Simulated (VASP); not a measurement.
# Pb: single point with PBE

Crystal: Pb.

```xyz
1
Lattice="0.0000 2.5195 2.5195 2.5195 0.0000 2.5195 2.5195 2.5195 0.0000" Properties=species:S:1:pos:R:3 pbc="T T T"
Pb    0.0000    0.0000    0.0000
```

| Item | Value |
| --- | --- |
| Program | VASP 6.6.1 |
| Task | single point |
| Functional | PBE |
| Potentials or basis | VASP PAW PBE potentials, release 64 (Pb_d) |
| Cutoff | 520 eV |
| k mesh | 15 × 15 × 15 |
| Occupations | fermi-dirac, width 0.08 eV |
| Spin | no spin polarisation |
| Dipole correction | no |
| Further INCAR settings | ALGO = Normal; EDIFF = 1e-07; NBANDS = 13 |

| Quantity | Value |
| --- | --- |
| Pressure | -0.1 GPa |
| Band gap on the k mesh | zero (bands 7 and 8 overlap by 8.44 eV) |

Levels at points of the mesh, in eV from the Fermi level:
```tsv
k point	band 3	band 4	band 5	band 6	band 7	band 8	band 9	band 10	band 11	band 12
(0.00, 0.00, 0.00)	-17.02	-16.90	-16.90	-11.39	7.02	7.02	7.02	9.74	10.68	12.12
```

Run time: 63 s on 1 thread of Intel Xeon 8259CL (shared host), peak memory 0.19 GiB.

Caveat: spin-orbit coupling is left out, which moves the levels of the heavy elements.
